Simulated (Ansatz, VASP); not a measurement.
## TiCo2 in VASP and in Ansatz

```
CELL_PARAMETERS angstrom
0.00000 3.35200 3.35200
3.35200 0.00000 3.35200
3.35200 3.35200 0.00000
ATOMIC_POSITIONS crystal
Ti 0.50000 0.50000 0.50000
Ti 0.75000 0.75000 0.75000
Co 0.12500 0.12500 0.12500
Co 0.62500 0.12500 0.12500
Co 0.12500 0.12500 0.62500
Co 0.12500 0.62500 0.12500
```

Alike in both runs: task single point; functional PBEsol; k mesh 14 × 14 × 14; occupations gaussian, width 0.1 eV; collinear spin.

|  | VASP | Ansatz |
| --- | --- | --- |
| version | VASP 6.6.1 | Ansatz 0.2.0 |
| potentials or method | VASP PAW PBE potentials, release 64 (Ti_sv, Co), cutoff 520 eV | scalar-relativistic, plane waves, PAW |
| valence electrons in the cell | 60 | 92 |

```tsv
	VASP	Ansatz	Ansatz less VASP
gap on the k mesh at the Fermi level (eV)	none	none	-
pressure (GPa)	-19.3	-11.6	+7.70
net moment per atom (μB)	0.09	0.37	+0.282
size of the moment on the site where the two differ most (μB)	0.18	0.75	+0.576
```

The net moments are unlike, so the other rows may belong to different states. VASP's potentials were made for PBE, not for PBEsol. Site moments also hang on the region over which each program counts them. A gap of «none» marks a metal or a gap that the smearing closes. VASP's potentials hold 60 valence electrons a cell and Ansatz's 92, so a difference there can come from the potentials and not from the codes.
